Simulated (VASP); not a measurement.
**Rh: single point with HSE06**

Rh:

```
CELL_PARAMETERS angstrom
0.00000 1.89785 1.89785
1.89785 0.00000 1.89785
1.89785 1.89785 0.00000
ATOMIC_POSITIONS crystal
Rh 0.00000 0.00000 0.00000
```

```json
{
  "Program": "VASP 6.6.1",
  "Task": "single point",
  "Functional": "HSE06",
  "Potentials or basis": "VASP PAW PBE potentials, release 64 (Rh_pv)",
  "Cutoff": "520 eV",
  "k mesh": "8 × 8 × 8",
  "Occupations": "fermi-dirac, width 0.05 eV",
  "Spin": "no spin polarisation"
}
```

```
Pressure               : -2.4 GPa
Band gap on the k mesh : zero (an odd number of electrons rules out a gap without spin polarisation)
```

Levels at points of the mesh, in eV from the Fermi level:
```csv
k point,band 3,band 4,band 5,band 6,band 7,band 8,band 9,band 10,band 11,band 12
"(0.00, 0.00, 0.00)",-49.42,-8.78,-3.69,-3.69,-3.69,-1.72,-1.72,17.18,22.94,22.94
"(0.50, 0.00, 0.00)",-49.55,-7.02,-3.98,-3.98,0.65,0.65,0.93,9.96,16.68,22.88
"(0.50, 0.50, 0.00)",-49.76,-7.48,-6.91,0.08,1.35,1.35,3.74,13.66,14.57,14.57
```

Wall time 53 min on 1 thread of AMD EPYC 7R13 Processor (Zen 3), on a shared host, peak memory 0.21 GiB.

Caveat: the PAW data sets were made with another functional, which shifts forces and pressure a little.
